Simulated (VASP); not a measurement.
Crystal: Ir.

```
CELL_PARAMETERS angstrom
2.54481 0.00000 0.00000
-1.27241 2.20387 0.00000
0.00000 0.00000 4.12592
ATOMIC_POSITIONS crystal
Ir 0.66667 0.33333 0.75000
Ir 0.33333 0.66667 0.25000
```

Base run:

```yaml
Program: VASP 6.6.1
Functional: PBEsol
Potentials_or_basis: VASP PAW PBE potentials, release 64 (Ir)
Cutoff: 520 eV
k_mesh: 21 × 21 × 12
Occupations: gaussian, width 0.15 eV
Spin: collinear spin, ferromagnetic start
Starting_moments: "[0.6, 0.6] μB"
Fixed_moment: 1.2 μB
```

Its results: pressure 133.6 GPa; site moments Ir +0.58 μB.

Task: The run is repeated on the same cell with these changes: fixed moment from 1.2 μB to 0.2 μB; moments at the start from [0.6, 0.6] to [0.1, 0.1]. What comes out?

Result: Pressure 128.6 GPa; site moments Ir +0.10 μB.

Caveats: the PAW data sets were made with another functional, which shifts forces and pressure a little; the total moment is fixed, so each spin has its own Fermi level.
